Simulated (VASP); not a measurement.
# AlCo3 (Pm-3m) in VASP: further runs

Runs on AlCo3. Level: r2SCAN. Tasks: single point.

Everything below comes from runs of VASP 6.6.1. Logs are shortened: lines on timing, memory, paths and dates and some standing lists are left out, and cuts for length are marked.

## (1) The cell of the first run

It takes space group Pm-3m (No. 221, cubic). The conventional cell has a = 3.575 Å, b = 3.575 Å, c = 3.575 Å, α = 90.00°, β = 90.00°, γ = 90.00°. Within 3.3 Å of Al (site symmetry m-3m) lie 12 Co at 2.53 Å. Co (site symmetry 4/mmm) has 4 Al at 2.53 Å and 8 Co at 2.53 Å within 3.3 Å.

## (2) Single point, r2SCAN, collinear spin, ferromagnetic start

POSCAR

```
AlCo3
1.0
    3.5749480000      0.0000000000      0.0000000000
    0.0000000000      3.5749480000      0.0000000000
    0.0000000000      0.0000000000      3.5749480000
Al Co
1 3
Direct
    0.0000000000      0.0000000000      0.0000000000
    0.5000000000      0.5000000000      0.0000000000
    0.5000000000      0.0000000000      0.5000000000
    0.0000000000      0.5000000000      0.5000000000
```

INCAR.step1

```
PREC = Accurate ; ENCUT = 520
ISMEAR = 0 ; SIGMA = 0.1
LREAL = False ; LASPH = True
NELM = 150 ; ISPIN = 2
MAGMOM = 0 1.76 1.76 1.76 ; LMAXMIX = 4
NBANDS = 27 ; GGA = PE
ALGO = Normal ; EDIFF = 1E-4
LWAVE = True ; LCHARG = False
```

INCAR.step2

```
PREC = Accurate ; ENCUT = 520
EDIFF = 1E-7 ; ISMEAR = 0
SIGMA = 0.1 ; LREAL = False
LASPH = True ; NELM = 150
ALGO = Normal ; ISIF = 2
LWAVE = False ; LCHARG = True
ISPIN = 2 ; MAGMOM = 0 1.76 1.76 1.76
LORBIT = 11 ; LMAXMIX = 4
METAGGA = R2SCAN ; LMIXTAU = True
LELF = True ; LVHAR = True
NBANDS = 27 ; ISTART = 1
```

KPOINTS

```
Automatic mesh
0
Gamma
  6 6 6
  0.5 0.5 0.5
```

Potentials or basis: VASP PAW PBE potentials, release 64 (Al, Co).

Run with:

```sh
$ cat potpaw_PBE.64/Al/POTCAR potpaw_PBE.64/Co/POTCAR > POTCAR
$ cp INCAR.step1 INCAR
$ mpirun -np 1 vasp_std > vasp.out
$ cp INCAR.step2 INCAR
$ mpirun -np 1 vasp_std > vasp.out
```

OUTCAR:

```text
PREC = Accurate
   ENCUT = 520
   EDIFF = 1E-7
   ISMEAR = 0
   LREAL = False
   LASPH = True
   NELM = 150
   ISIF = 2
   ISPIN = 2
   LORBIT = 11
   METAGGA = R2SCAN
   ISTART = 1

 ion  position               nearest neighbor table
   1  0.000  0.000  0.000-   2 2.53   3 2.53   4 2.53   3 2.53   4 2.53   2 2.53   4 2.53   4 2.53
                             2 2.53   3 2.53   3 2.53   2 2.53
   2  0.500  0.500  0.000-   1 2.53   3 2.53   4 2.53   3 2.53   4 2.53   1 2.53   3 2.53   3 2.53
                             1 2.53   4 2.53   4 2.53   1 2.53
   3  0.500  0.000  0.500-   1 2.53   2 2.53   4 2.53   1 2.53   2 2.53   2 2.53   4 2.53   2 2.53
                             1 2.53   4 2.53   1 2.53   4 2.53
   4  0.000  0.500  0.500-   1 2.53   2 2.53   3 2.53   1 2.53   2 2.53   1 2.53   3 2.53   1 2.53
                             2 2.53   3 2.53   2 2.53   3 2.53

  LATTYP: Found a simple cubic cell.
 ALAT       =     3.5749480000

  Lattice vectors:

 A1 = (   3.5749480000,   0.0000000000,   0.0000000000)
 A2 = (   0.0000000000,   3.5749480000,   0.0000000000)
 A3 = (   0.0000000000,   0.0000000000,   3.5749480000)

Analysis of symmetry for initial positions (statically):
=====================================================================
 Subroutine PRICEL returns:
 Original cell was already a primitive cell.

 Routine SETGRP: Setting up the symmetry group for a
 simple cubic supercell.

 Subroutine GETGRP returns: Found 48 space group operations
 (whereof 48 operations were pure point group operations)
 out of a pool of 48 trial point group operations.

The static configuration has the point symmetry O_h .

Analysis of symmetry for dynamics (positions and initial velocities):
=====================================================================
 Subroutine PRICEL returns:
 Original cell was already a primitive cell.

 Routine SETGRP: Setting up the symmetry group for a
 simple cubic supercell.

 Subroutine GETGRP returns: Found 48 space group operations
 (whereof 48 operations were pure point group operations)
 out of a pool of 48 trial point group operations.

The dynamic configuration has the point symmetry O_h .

Analysis of structural, dynamic, and magnetic symmetry:
=====================================================================
 Subroutine PRICEL returns:
 Original cell was already a primitive cell.

 Routine SETGRP: Setting up the symmetry group for a
 simple cubic supercell.

 Subroutine GETGRP returns: Found 48 space group operations
 (whereof 48 operations were pure point group operations)
 out of a pool of 48 trial point group operations.

The overall configuration has the point symmetry O_h .

 Subroutine INISYM returns: Found 48 space group operations
 (whereof 48 operations are pure point group operations),
 and found     1 'primitive' translations

----------------------------------------------------------------------------------------

                                     Primitive cell

  volume of cell :      45.6887

  direct lattice vectors                    reciprocal lattice vectors
     3.574948000  0.000000000  0.000000000     0.279724348  0.000000000  0.000000000
     0.000000000  3.574948000  0.000000000     0.000000000  0.279724348  0.000000000
     0.000000000  0.000000000  3.574948000     0.000000000  0.000000000  0.279724348

  length of vectors
     3.574948000  3.574948000  3.574948000     0.279724348  0.279724348  0.279724348

  position of ions in fractional coordinates (direct lattice)
     0.000000000  0.000000000  0.000000000
     0.500000000  0.500000000  0.000000000
     0.500000000  0.000000000  0.500000000
     0.000000000  0.500000000  0.500000000

  ion indices of the primitive-cell ions
   primitive index   ion index
                 1           1
                 2           2
                 3           3
                 4           4

----------------------------------------------------------------------------------------

 KPOINTS: Automatic mesh

Automatic generation of k-mesh.
 Grid dimensions read from file:
 generate k-points for:    6    6    6

 Generating k-lattice:

  Cartesian coordinates                     Fractional coordinates (reciprocal lattice)
     0.046620725  0.000000000  0.000000000     0.166666667  0.000000000  0.000000000
     0.000000000  0.046620725  0.000000000     0.000000000  0.166666667  0.000000000
     0.000000000  0.000000000  0.046620725     0.000000000  0.000000000  0.166666667

  Length of vectors
     0.046620725  0.046620725  0.046620725

  Shift w.r.t. Gamma in fractional coordinates (k-lattice)
     0.500000000  0.500000000  0.500000000

 Subroutine IBZKPT returns following result:
 ===========================================

 Found     10 irreducible k-points:

 Following reciprocal coordinates:
            Coordinates               Weight
  0.083333  0.083333  0.083333      8.000000
  0.250000  0.083333  0.083333     24.000000
[... 59 lines left out ...]
  energy-cutoff  :      520.00
  volume of cell :       45.69
 maximum number of plane-waves:      1240
 NGX is ok and might be reduce to    28
   NGX = 13   NGY = 13   NGZ = 13

 number of electron      30.0000030 magnetization       4.4793865

 Free energy of the ion-electron system (eV)
  ---------------------------------------------------
  ext. energy  EPLUGINS =         0.00000000
  ---------------------------------------------------
  free energy    TOTEN  =       -47.16530190 eV

  energy without entropy =      -47.15707257  energy(sigma->0) =      -47.16118723

 E-fermi :  10.4329     XC(G=0): -13.8002

 val. band max:       10.3676768108   @ k =   0.4167   0.4167   0.0833
 cond. band min:      10.4692057252   @ k =   0.2500   0.2500   0.0833
 fundamental gap:      0.1015289144
 Fermi energy:        10.4328626110

 spin component 1

 k-point     1 :       0.0833    0.0833    0.0833
  band No.  band energies     occupation
      1      -0.1548      1.00000
      2       4.3187      1.00000
      3       5.3440      1.00000
      4       5.3440      1.00000
      5       5.9852      1.00000
      6       6.0779      1.00000
[... 19 lines left out ...]
     26      23.4360      0.00000
     27      23.4360      0.00000

 k-point     2 :       0.2500    0.0833    0.0833
  band No.  band energies     occupation
      1       0.5322      1.00000
      2       4.5143      1.00000
      3       5.0472      1.00000
      4       5.7408      1.00000
      5       6.0353      1.00000
      6       6.2096      1.00000
[... 229 lines left out ...]
     26      26.0453      0.00000
     27      26.6619      0.00000

 k-point    10 :       0.4167    0.4167    0.4167
  band No.  band energies     occupation
      1       3.7406      1.00000
      2       5.0999      1.00000
      3       5.4996      1.00000
      4       5.4997      1.00000
      5       6.5775      1.00000
      6       6.7794      1.00000
[... 19 lines left out ...]
     26      28.6412      0.00000
     27      30.3487      0.00000
 Fermi energy:        10.4328626110

 spin component 2

 k-point     1 :       0.0833    0.0833    0.0833
  band No.  band energies     occupation
      1      -0.3910      1.00000
      2       6.3948      1.00000
      3       6.9506      1.00000
      4       7.0412      1.00000
      5       7.0416      1.00000
      6       7.1724      1.00000
[... 19 lines left out ...]
     26      23.7969      0.00000
     27      23.7971      0.00000

 k-point     2 :       0.2500    0.0833    0.0833
  band No.  band energies     occupation
      1       0.3078      1.00000
      2       5.5864      1.00000
      3       6.8439      1.00000
      4       7.0742      1.00000
      5       7.0959      1.00000
      6       7.2855      1.00000
[... 232 lines left out ...]
 k-point    10 :       0.4167    0.4167    0.4167
  band No.  band energies     occupation
      1       3.9729      1.00000
      2       5.5419      1.00000
      3       6.1333      1.00000
      4       6.1335      1.00000
      5       7.5329      1.00000
      6       7.5330      1.00000
[... 19 lines left out ...]
     26      29.0003      0.00000
     27      30.4778      0.00000

------------------------ aborting loop because EDIFF is reached ----------------------------------------

  FORCE on cell =-STRESS in cart. coord.  units (eV):
  Direction    XX          YY          ZZ          XY          YZ          ZX
  --------------------------------------------------------------------------------------
  -------------------------------------------------------------------------------------
  Total        0.4351949      0.4351949      0.4351949     -0.0000000      0.0000000      0.0000000
  in kB       15.2610773     15.2610773     15.2610773     -0.0000000      0.0000000      0.0000000
  external PRESSURE =      15.2610773 kB  Pullay stress =       0.0000000 kB

 VOLUME and BASIS-vectors are now :
 -----------------------------------------------------------------------------
  energy-cutoff  :      520.00
  volume of cell :       45.69
      direct lattice vectors                 reciprocal lattice vectors
     3.574948000  0.000000000  0.000000000     0.279724348  0.000000000  0.000000000
     0.000000000  3.574948000  0.000000000     0.000000000  0.279724348  0.000000000
     0.000000000  0.000000000  3.574948000     0.000000000  0.000000000  0.279724348

 POSITION                                       TOTAL-FORCE (eV/Angst)
 -----------------------------------------------------------------------------------
      0.00000      0.00000      0.00000         0.000000      0.000000      0.000000
      1.78747      1.78747      0.00000         0.000000      0.000000      0.000000
      1.78747      0.00000      1.78747         0.000000      0.000000      0.000000
      0.00000      1.78747      1.78747         0.000000      0.000000      0.000000
 -----------------------------------------------------------------------------------
    total drift:                                0.000000      0.000000      0.000000

  FREE ENERGIE OF THE ION-ELECTRON SYSTEM (eV)
  ---------------------------------------------------
  free  energy   TOTEN  =       -47.1653018990 eV

  energy  without entropy=      -47.1570725652  energy(sigma->0) =      -47.16118723

 total charge

# of ion       s       p       d       tot
------------------------------------------
    1        0.412   0.433   0.000   0.845
    2        0.486   0.555   7.278   8.319
    3        0.486   0.555   7.278   8.319
    4        0.486   0.555   7.278   8.319
--------------------------------------------------
tot          1.869   2.099  21.833  25.801

 magnetization (x)

# of ion       s       p       d       tot
------------------------------------------
    1       -0.001  -0.040   0.000  -0.041
    2        0.014  -0.011   1.570   1.573
    3        0.014  -0.011   1.570   1.573
    4        0.014  -0.011   1.570   1.573
--------------------------------------------------
tot          0.041  -0.073   4.709   4.677
```

Wall time 75 s (1 thread of Intel Xeon 6975P-C (Granite Rapids), shared host); peak memory 0.18 GiB.

What came out:

```yaml
Free_energy: -47.1653 eV
Pressure: 1.5 GPa
Net_moment: 4.48 μB per cell
Site_moments: Al -0.04; Co +1.57 μB
Valence_electrons_inside_the_program's_atomic_spheres: Al 0.84; Co 8.32
```

Caveat: the PAW data sets were made with another functional, which shifts forces and pressure a little.

## (3) Single point, r2SCAN, collinear spin, ferromagnetic start

POSCAR is that of step 2.

INCAR.step1

```
SYSTEM = AlCo3
ALGO = Normal
EDIFF = 1E-4
ENCUT = 520
GGA = PE
ISMEAR = -1
ISPIN = 2
LASPH = .TRUE.
LCHARG = .FALSE.
LMAXMIX = 4
LREAL = .FALSE.
LWAVE = .TRUE.
MAGMOM = 0 1.76 1.76 1.76
NBANDS = 27
NELM = 150
PREC = Accurate
SIGMA = 0.5
```

INCAR.step2

```
SYSTEM = AlCo3
ALGO = Normal
EDIFF = 1E-7
ENCUT = 520
ISIF = 2
ISMEAR = -1
ISPIN = 2
ISTART = 1
LASPH = .TRUE.
LCHARG = .FALSE.
LMAXMIX = 4
LMIXTAU = .TRUE.
LORBIT = 11
LREAL = .FALSE.
LWAVE = .FALSE.
MAGMOM = 0 1.76 1.76 1.76
METAGGA = R2SCAN
NBANDS = 27
NELM = 150
PREC = Accurate
SIGMA = 0.5
```

KPOINTS

```
k-points
0
G
  12 12 12
  0 0 0
```

Potentials or basis: VASP PAW PBE potentials, release 64 (Al, Co).

Run with:

```sh
$ cat potpaw_PBE.64/Al/POTCAR potpaw_PBE.64/Co/POTCAR > POTCAR
$ cp INCAR.step1 INCAR
$ mpirun -np 1 vasp_std > vasp.out
$ cp INCAR.step2 INCAR
$ mpirun -np 1 vasp_std > vasp.out
```

Run time: 7.7 min. Hardware: 1 thread of Intel Xeon 6975P-C (Granite Rapids), shared host; peak memory 0.28 GiB.

Results (log left out):

```
Free energy                                           : -48.4784 eV
Pressure                                              : -4.2 GPa
Band gap on the k mesh                                : zero (filled and empty bands overlap)
Net moment                                            : 0.00 μB per cell
Valence electrons inside the program's atomic spheres : Al 0.84; Co 8.35
```

Levels at points of the mesh, in eV from the Fermi level:
Spin up:
```
           k point  band 12  band 13  band 14  band 15  band 16  band 17  band 18  band 19  band 20  band 21
(0.00, 0.00, 0.00)    -0.26     0.25     0.52     0.52     0.52     0.80     0.80     0.80     7.21     7.21
(0.50, 0.00, 0.00)    -1.00    -0.87    -0.87    -0.70    -0.17     0.53     5.91     5.91     5.95     5.95
(0.50, 0.50, 0.00)    -1.09    -1.09    -1.03    -0.65    -0.53    -0.33     1.40     1.40     8.62     8.63
(0.50, 0.50, 0.50)    -1.13    -1.13    -0.77    -0.77    -0.31     0.30     0.30     0.30     3.98     4.80
```
Spin down:
| k point | band 12 | band 13 | band 14 | band 15 | band 16 | band 17 | band 18 | band 19 | band 20 | band 21 |
| --- | --- | --- | --- | --- | --- | --- | --- | --- | --- | --- |
| (0.00, 0.00, 0.00) | -0.26 | 0.25 | 0.52 | 0.52 | 0.52 | 0.80 | 0.80 | 0.80 | 7.21 | 7.21 |
| (0.50, 0.00, 0.00) | -1.00 | -0.87 | -0.87 | -0.70 | -0.17 | 0.53 | 5.91 | 5.91 | 5.95 | 5.95 |
| (0.50, 0.50, 0.00) | -1.09 | -1.09 | -1.03 | -0.65 | -0.53 | -0.33 | 1.40 | 1.40 | 8.62 | 8.63 |
| (0.50, 0.50, 0.50) | -1.13 | -1.13 | -0.77 | -0.77 | -0.31 | 0.30 | 0.30 | 0.30 | 3.98 | 4.80 |

Caveat: the starting moments collapsed, and a magnetic state may lie lower; the PAW data sets were made with another functional, which shifts forces and pressure a little.

## (4) Single point, r2SCAN, collinear spin, ferromagnetic start

POSCAR is that of step 3.

INCAR.step1

```
SYSTEM = AlCo3
PREC = Accurate
ENCUT = 520
ISMEAR = 1
SIGMA = 0.05
LREAL = .False.
LASPH = .True.
NELM = 150
ISPIN = 2
MAGMOM = 0 1.76 1.76 1.76
LMAXMIX = 4
NBANDS = 27
GGA = PE
ALGO = Normal
EDIFF = 1E-4
LWAVE = .True.
LCHARG = .False.
```

INCAR.step2

```
SYSTEM = AlCo3
PREC = Accurate
ENCUT = 520
EDIFF = 1E-7
ISMEAR = 1
SIGMA = 0.05
LREAL = .False.
LASPH = .True.
NELM = 150
ALGO = Normal
ISIF = 2
LWAVE = .False.
LCHARG = .False.
ISPIN = 2
MAGMOM = 0 1.76 1.76 1.76
LORBIT = 11
LMAXMIX = 4
METAGGA = R2SCAN
LMIXTAU = .True.
NBANDS = 27
ISTART = 1
```

KPOINTS

```
Automatic mesh
0
Gamma
  12 12 12
  0 0 0
```

Run with:

```sh
$ cat potpaw_PBE.64/Al/POTCAR potpaw_PBE.64/Co/POTCAR > POTCAR
$ cp INCAR.step1 INCAR
$ mpirun -np 1 vasp_std > vasp.out
$ cp INCAR.step2 INCAR
$ mpirun -np 1 vasp_std > vasp.out
```

Run time: 6.2 min. Hardware: 1 thread of Intel Xeon 6975P-C (Granite Rapids), shared host; peak memory 0.28 GiB.

The run converged. Its results:

- Free energy: -47.1478 eV
- Pressure: 1.3 GPa
- Net moment: 4.48 μB per cell
- Site moments: Al -0.04; Co +1.57 μB
- Valence electrons inside the program's atomic spheres: Al 0.84; Co 8.32

Levels at points of the mesh, in eV from the Fermi level:
Spin up:
```tsv
k point	band 15	band 16	band 17	band 18	band 19	band 20
(0.00, 0.00, 0.00)	-0.90	-0.90	0.32	0.32	0.32	6.23
(0.50, 0.00, 0.00)	-2.11	-2.11	-0.90	5.23	5.23	5.23
(0.50, 0.50, 0.00)	-1.90	-1.76	-1.24	-0.06	-0.06	7.93
(0.50, 0.50, 0.50)	-1.87	-1.31	-1.31	-1.31	-0.89	3.19
```
Spin down:
| k point | band 9 | band 10 | band 11 | band 12 | band 13 | band 14 | band 15 | band 16 | band 17 | band 18 |
| --- | --- | --- | --- | --- | --- | --- | --- | --- | --- | --- |
| (0.00, 0.00, 0.00) | -1.09 | -1.09 | 0.31 | 0.31 | 0.31 | 0.52 | 0.52 | 0.52 | 1.47 | 1.47 |
| (0.50, 0.00, 0.00) | -1.76 | -1.62 | -0.89 | -0.89 | -0.19 | 0.50 | 0.52 | 0.77 | 1.55 | 5.61 |
| (0.50, 0.50, 0.00) | -1.88 | -1.88 | -0.58 | -0.57 | -0.43 | 0.20 | 0.34 | 0.45 | 0.45 | 2.11 |
| (0.50, 0.50, 0.50) | -1.30 | -1.30 | -1.08 | -0.72 | -0.72 | 0.43 | 0.43 | 0.43 | 1.17 | 1.17 |

Caveat: the PAW data sets were made with another functional, which shifts forces and pressure a little.

## (5) Single point, r2SCAN, collinear spin, ferromagnetic start

POSCAR is that of step 4.

INCAR.step1

```
PREC = Accurate
ENCUT = 520
ISMEAR = 1
SIGMA = 0.3
LREAL = F
LASPH = T
NELM = 150
ISPIN = 2
MAGMOM = 0 1.76 1.76 1.76
LMAXMIX = 4
NBANDS = 27
GGA = PE
ALGO = Normal
EDIFF = 1E-4
LWAVE = T
LCHARG = F
```

INCAR.step2

```
PREC = Accurate
ENCUT = 520
EDIFF = 1E-7
ISMEAR = 1
SIGMA = 0.3
LREAL = F
LASPH = T
NELM = 150
ALGO = Normal
ISIF = 2
LWAVE = F
LCHARG = F
ISPIN = 2
MAGMOM = 0 1.76 1.76 1.76
LORBIT = 11
LMAXMIX = 4
METAGGA = R2SCAN
LMIXTAU = T
NBANDS = 27
ISTART = 1
```

KPOINTS

```
regular mesh
0
Gamma
  12 12 12
```

Run with:

```sh
$ cat potpaw_PBE.64/Al/POTCAR potpaw_PBE.64/Co/POTCAR > POTCAR
$ cp INCAR.step1 INCAR
$ mpirun -np 1 vasp_std > vasp.out
$ cp INCAR.step2 INCAR
$ mpirun -np 1 vasp_std > vasp.out
```

Wall time 17 min (1 thread of Intel Xeon Platinum 8375C at 2.90GHz (Ice Lake), shared host); peak memory 0.28 GiB.

It converged, with:

| Property | Result |
| --- | --- |
| Free energy | -47.1485 eV |
| Pressure | 1.4 GPa |
| Net moment | 4.51 μB per cell |
| Site moments | Al -0.04; Co +1.58 μB |
| Valence electrons inside the program's atomic spheres | Al 0.84; Co 8.32 |

Levels at points of the mesh, in eV from the Fermi level:
Spin up:
```
           k point  band 14  band 15  band 16  band 17  band 18  band 19  band 20  band 21
(0.00, 0.00, 0.00)    -0.91    -0.91    -0.91     0.31     0.31     0.31     6.22     6.22
(0.50, 0.00, 0.00)    -2.32    -2.12    -2.12    -0.91     5.22     5.22     5.23     5.23
(0.50, 0.50, 0.00)    -2.66    -1.92    -1.77    -1.25    -0.07    -0.07     7.92     7.92
(0.50, 0.50, 0.50)    -1.88    -1.88    -1.32    -1.32    -1.32    -0.90     3.19     3.73
```
Spin down:
```
           k point  band 9  band 10  band 11  band 12  band 13  band 14  band 15  band 16  band 17  band 18
(0.00, 0.00, 0.00)   -1.09    -1.09     0.31     0.31     0.31     0.52     0.52     0.52     1.47     1.47
(0.50, 0.00, 0.00)   -1.76    -1.63    -0.89    -0.89    -0.19     0.50     0.52     0.77     1.55     5.61
(0.50, 0.50, 0.00)   -1.88    -1.88    -0.58    -0.57    -0.43     0.20     0.34     0.45     0.45     2.11
(0.50, 0.50, 0.50)   -1.30    -1.30    -1.08    -0.72    -0.72     0.43     0.43     0.43     1.18     1.18
```

Caveat: the PAW data sets were made with another functional, which shifts forces and pressure a little.

## (6) Overview

| k mesh | smearing | gap on the mesh (eV) | pressure (GPa) | moment (μB) |
| --- | --- | --- | --- | --- |
| 6 × 6 × 6, shifted | gaussian 0.1 eV | none | 1.5 | 4.48 |
| 12 × 12 × 12 | methfessel-paxton 0.05 eV | none | 1.3 | 4.48 |
| 12 × 12 × 12 | methfessel-paxton 0.3 eV | none | 1.4 | 4.51 |

Alike in all rows: task single point; level r2SCAN; potentials or basis VASP PAW PBE potentials, release 64 (Al, Co); spin collinear, ferromagnetic start; cell as given; cutoff (eV) 520.

Every run on the cell as given and a fine mesh finds a metal.

Caveats: the PAW data sets were made with another functional, which shifts forces and pressure a little.

Total energies depend on the potentials used, so only differences within one code and one set of settings carry meaning.
